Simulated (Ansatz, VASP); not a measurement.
## One calculation of Pd, two programs

```
Pd
1.0
     2.71546    0.00000    0.00000
    -1.35773    2.35166    0.00000
     0.00000    0.00000   24.86870
Pd
5
Direct
  0.83333 0.16667 0.32169
  0.16667 0.83333 0.41085
  0.50000 0.50000 0.50000
  0.83333 0.16667 0.58915
  0.16667 0.83333 0.67831
```

Alike in both runs: task single point; functional LDA; k mesh 15 × 15 × 1; occupations fermi-dirac, width 0.05 eV; no spin polarisation.

```csv
,VASP,Ansatz
version,VASP 6.6.1,Ansatz 0.2.0
potentials or method,"VASP PAW LDA potentials, release 64 (Pd)","PAW with Ansatz's default frozen-core files, scalar-relativistic"
plane-wave cutoff (eV),520,420
valence electrons in the cell,50,90
```

VASP gave:

```
rms of the force components (eV/Å) : 0.025
```

Task: Which values does Ansatz return?

Result: rms of the force components (eV/Å): 0.027.

LDA's correlation is that of Perdew and Zunger in VASP and of Perdew and Wang (1992) in Ansatz. Atom by atom the forces differ by 0.003 eV/Å (rms over components). VASP's potentials hold 50 valence electrons a cell and Ansatz's 90, so a difference there can come from the potentials and not from the codes.
